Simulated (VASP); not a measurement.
Set up this calculation in VASP 6.6.1, as the native input.

- Task: single point
- Functional: PBE
- Potentials or basis: VASP PAW PBE potentials, release 64 (Zn, O_h)
- Cutoff: 910 eV
- k mesh: 14 × 14 × 14
- Occupations: gaussian, width 0.05 eV
- Spin: no spin polarisation
- Dipole correction: no
- Second run: hard_potentials
- Further INCAR settings: ALGO = Normal; EDIFF = 1e-06; NBANDS = 16

The structure of ZnO lies in POSCAR:

```
ZnO
1.0
    0.0000000000      2.0878058975      2.0878058975
    2.0878058975      0.0000000000      2.0878058975
    2.0878058975      2.0878058975      0.0000000000
Zn O
1 1
Direct
    0.0000000000      0.0000000000      0.0000000000
    0.5000000000      0.5000000000      0.5000000000
```

This cell differs from its parent crystal: strained.

One way to write it, as run:

INCAR

```
SYSTEM = ZnO
  ALGO = Normal
  EDIFF = 1E-6
  ENCUT = 910
  GGA = PE
  GGA_COMPAT = .FALSE.
  ISIF = 2
  ISMEAR = 0
  LASPH = .TRUE.
  LCHARG = .FALSE.
  LREAL = .FALSE.
  LWAVE = .FALSE.
  NBANDS = 16
  NELM = 120
  PREC = Accurate
  SIGMA = 0.05
```

KPOINTS

```
k-points
0
G
  14 14 14
  0 0 0
```

Potentials or basis: VASP PAW PBE potentials, release 64 (Zn, O_h).

The run is started by

```console
$ cat potpaw_PBE.64/Zn/POTCAR potpaw_PBE.64/O_h/POTCAR > POTCAR
$ mpirun -np 1 vasp_std > vasp.out
```

It gave:

The pressure is 24.3 GPa and the band gap on the k mesh is 1.23 eV, indirect (least direct gap 2.90 eV).

Caveat: the cell differs from its parent crystal (strained); the cutoff is under 1.25 times the usual one of these potentials, so pressure, stress and relaxed cells hold a basis-set (Pulay) error.

It took 57 s on 1 thread of Intel(R) Xeon(R) Platinum 8488C (Sapphire Rapids), on a shared host, peak memory 0.21 GiB.
